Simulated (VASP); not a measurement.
Wanted: the native input for a VASP 6.6.1 run.

```
Task                   : single point
Functional             : PBE
Dispersion             : D3(BJ)
Potentials or basis    : VASP PAW PBE potentials, release 64 (Se)
Cutoff                 : 520 eV
k mesh                 : 1 × 1 × 1
Occupations            : gaussian, width 0.01 eV
Spin                   : no spin polarisation
Dipole correction      : no
Further INCAR settings : ALGO = Normal; EDIFF = 1e-07; NBANDS = 27
```

The structure of Se6 lies in POSCAR:

```
Se
1.0
   13.2000000000      0.0000000000      0.0000000000
    0.0000000000     13.2000000000      0.0000000000
    0.0000000000      0.0000000000     10.5000000000
Se
6
Direct
    0.5554659431      0.6523032928      0.5547026915
    0.3403685078      0.4718832694      0.5547026915
    0.6041655491      0.3758134379      0.5547026915
    0.4445340569      0.3476967072      0.4452973085
    0.6596314922      0.5281167306      0.4452973085
    0.3958344509      0.6241865621      0.4452973085
```

One way to write it, as run:

INCAR

```
ALGO     = Normal         # electronic algorithm
EDIFF    = 1E-7           # SCF threshold, eV
ENCUT    = 520            # plane-wave cutoff, eV
GGA      = PE             # functional
ISIF     = 2              # what is computed and relaxed
ISMEAR   = 0              # smearing method
IVDW     = 12             # dispersion correction
LASPH    = True           # aspherical terms in the spheres
LCHARG   = False          # write CHGCAR
LREAL    = False          # projectors in reciprocal space
LWAVE    = False          # write WAVECAR
NBANDS   = 27             # bands
NELM     = 100            # most SCF steps
PREC     = Accurate       # precision mode
SIGMA    = 0.01           # smearing width, eV
```

KPOINTS

```
k-points
0
Gamma
  1 1 1
```

Potentials or basis: VASP PAW PBE potentials, release 64 (Se).

Command:

```console
$ cat potpaw_PBE.64/Se/POTCAR > POTCAR
$ mpirun -np 1 vasp_gam > vasp.out
```

It gave:

* Largest force: 1.003 eV/Å
* Gap between the frontier levels: 2.28 eV
* Dispersion energy per atom: -0.076 eV

It took 90 s on 1 thread of Intel(R) Xeon(R) 6975P-C (Granite Rapids), on a shared host, peak memory 1.2 GiB.
